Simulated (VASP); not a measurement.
Set up this calculation in VASP 6.6.1, as the native input.

```
Task                   : single point
Functional             : LDA
Potentials or basis    : VASP PAW LDA potentials, release 64 (Sn_d, Se)
Cutoff                 : 520 eV
k mesh                 : 9 × 9 × 9
Occupations            : fermi-dirac, width 0.02 eV
Spin                   : no spin polarisation
Dipole correction      : no
Further INCAR settings : ALGO = Normal; EDIFF = 1e-07; NBANDS = 17
```

The structure of SnSe lies in POSCAR:

```
SnSe
1.0
    0.0000000000      3.0100000000      2.9799000000
    3.0100000000      0.0000000000      2.9799000000
    3.0100000000      3.0100000000      0.0000000000
Sn Se
1 1
Direct
    0.0000000000      0.0000000000      0.0000000000
    0.5000000000      0.5000000000      0.5000000000
```

This cell differs from its parent crystal: zz strain of -1 %.

The input as run:

INCAR

```
SYSTEM = SnSe
PREC     = Accurate       ! precision mode
ENCUT    = 520            ! plane-wave cutoff, eV
EDIFF    = 1E-7           ! SCF threshold, eV
ISMEAR   = -1             ! smearing method
SIGMA    = 0.02           ! smearing width, eV
LREAL    = .FALSE.        ! projectors in reciprocal space
LASPH    = .TRUE.         ! aspherical terms in the spheres
NELM     = 100            ! most SCF steps
ALGO     = Normal         ! electronic algorithm
ISIF     = 2              ! what is computed and relaxed
LWAVE    = .FALSE.        ! write WAVECAR
LCHARG   = .FALSE.        ! write CHGCAR
NBANDS   = 17             ! bands
```

KPOINTS

```
Automatic mesh
0
G
  9 9 9
  0 0 0
```

Potentials or basis: VASP PAW LDA potentials, release 64 (Sn_d, Se).

Command:

```console
$ cat potpaw_LDA.64/Sn_d/POTCAR potpaw_LDA.64/Se/POTCAR > POTCAR
$ mpirun -np 1 vasp_std > vasp.out
```

It gave:

| Item | Value |
| --- | --- |
| Pressure | -2.7 GPa |
| Band gap on the k mesh | 0.51 eV, indirect (least direct gap 0.53 eV) |

Caveat: the cell differs from its parent crystal (zz strain of -1 %); spin-orbit coupling is left out, which moves the levels of the heavy elements.

Run time: 22 s on 1 thread of Intel(R) Xeon(R) 6975P-C (Granite Rapids) (shared host), peak memory 0.2 GiB.
